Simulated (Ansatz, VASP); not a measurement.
# GaSb in VASP and in Ansatz

File INCAR:

```
SYSTEM = GaSb
PREC     = Accurate       ! precision mode
ENCUT    = 520            ! plane-wave cutoff, eV
EDIFF    = 1E-6           ! SCF threshold, eV
ISMEAR   = 0              ! smearing method
SIGMA    = 0.15           ! smearing width, eV
LREAL    = .FALSE.        ! projectors in reciprocal space
LASPH    = .TRUE.         ! aspherical terms in the spheres
NELM     = 60             ! most SCF steps
ALGO     = Normal         ! electronic algorithm
ISIF     = 2              ! what is computed and relaxed
LWAVE    = .FALSE.        ! write WAVECAR
LCHARG   = .FALSE.        ! write CHGCAR
GGA      = PE             ! functional
NBANDS   = 16             ! bands
```

The input KPOINTS:

```
regular mesh
0
G
  16 16 16
  0 0 0
```

The input POSCAR:

```
GaSb
1.0
   -1.7289742592      2.6552267728      2.5946538071
    1.7289742592     -2.6552267728      2.5946538071
    1.7289742592      2.6552267728     -2.5946538071
Ga Sb
1 1
Direct
    0.0000000000      0.0000000000      0.0000000000
    0.5000000000      0.5000000000      0.0000000000
```

Input for Ansatz:

```yaml
crystal:
  lattice:
    - [-1.7289742592, 2.6552267728, 2.5946538071]
    - [1.7289742592, -2.6552267728, 2.5946538071]
    - [1.7289742592, 2.6552267728, -2.5946538071]
  atoms:
    - { symbol: Ga, position: [0.0, 0.0, 0.0] }
    - { symbol: Sb, position: [0.5, 0.5, 0.0] }
basis:
  ecutwfc: 420
kpoints:
  mp_grid: { grid: [16, 16, 16] }
hamiltonian:
  xc: pbe
  pseudopotentials: { kind: paw, azcp: { folder: soft_1 } }
scf:
  occupations: { method: gaussian, width: 0.15 }
output:
  forces: true
  stress: true
  eigenvalues: true
  write_density: true
  write_potential: true
  elf: true
  volumetric_format: npy
```

Change from the starting cell: strain +e along x and -e along y +0.0267, strain +e along z and -e/2 along x and y -0.1000.

Alike in both runs: task single point; functional PBE; k mesh 16 × 16 × 16; occupations gaussian, width 0.15 eV; no spin polarisation.

```csv
,VASP,Ansatz
version,VASP 6.6.1,Ansatz 0.2.0
potentials or method,"VASP PAW PBE potentials, release 64 (Ga_d, Sb), cutoff 520 eV","scalar-relativistic, plane waves, PAW"
valence electrons in the cell,18,28
```

Ansatz gave:

```
gap on the k mesh at the Fermi level (eV)                     : none
pressure (GPa)                                                : 3.9
traceless stress, the component that is largest in VASP (GPa) : 15.74
```

Q: Which values does VASP return?

A: gap on the k mesh at the Fermi level (eV): none; pressure (GPa): 4.0; traceless stress, the component that is largest in VASP (GPa): 15.86.

A gap of «none» marks a metal or a gap that the smearing closes. VASP's potentials hold 18 valence electrons a cell and Ansatz's 28, so a difference there can come from the potentials and not from the codes.

Spin-orbit coupling is off throughout.
